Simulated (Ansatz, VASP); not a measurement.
## One calculation of LiCl, two programs

INCAR

```
SYSTEM = LiCl
PREC = Accurate
ENCUT = 520
EDIFF = 1E-6
ISMEAR = 0
SIGMA = 0.05
LREAL = .FALSE.
LASPH = .TRUE.
NELM = 80
ALGO = Normal
ISIF = 2
LWAVE = .FALSE.
LCHARG = .FALSE.
GGA = PE
NBANDS = 12
```

KPOINTS

```
regular mesh
0
G
  8 8 8
  0 0 0
```

File POSCAR:

```
LiCl
1.0
    0.0000000000      2.5647600000      2.5647600000
    2.5647600000      0.0000000000      2.5647600000
    2.5647600000      2.5647600000      0.0000000000
Li Cl
1 1
Direct
    0.0121843759     -0.0121843759      0.0121843759
    0.5000000000      0.5000000000      0.5000000000
```

Input for Ansatz:

```yaml
crystal:
  lattice:
    - [0.0, 2.56476, 2.56476]
    - [2.56476, 0.0, 2.56476]
    - [2.56476, 2.56476, 0.0]
  atoms:
    - { symbol: Li, position: [0.0121843759, -0.0121843759, 0.0121843759] }
    - { symbol: Cl, position: [0.5, 0.5, 0.5] }
basis:
  ecutwfc: 420
kpoints:
  mp_grid: { grid: [8, 8, 8] }
hamiltonian:
  xc: pbe
scf:
  occupations: { method: gaussian, width: 0.05 }
output:
  forces: true
  stress: true
  eigenvalues: true
```

Change from the starting cell: all Li atoms moved +0.062 Å, as atom 1 along Cartesian [0 1 0].

Alike in both runs: task single point; functional PBE; k mesh 8 × 8 × 8; occupations gaussian, width 0.05 eV; no spin polarisation.

|  | VASP | Ansatz |
| --- | --- | --- |
| version | VASP 6.6.1 | Ansatz 0.2.0 |
| potentials or method | VASP PAW PBE potentials, release 64 (Li_sv, Cl), cutoff 520 eV | scalar-relativistic, plane waves, PAW |
| valence electrons in the cell | 10 | 10 |

VASP gave:

```
gap on the k mesh at the Fermi level (eV) : 6.34
least direct gap on the mesh (eV)         : 6.34
rms of the force components (eV/Å)        : 0.025
```

**Question.** Which values does Ansatz return?

**Answer.** gap on the k mesh at the Fermi level (eV): 6.33; least direct gap on the mesh (eV): 6.33; rms of the force components (eV/Å): 0.025.

Atom by atom the forces differ by 0.000 eV/Å (rms over components).

Noted on VASP's run: the cutoff is under 1.25 times that of the potentials, so the pressure is a little rough.
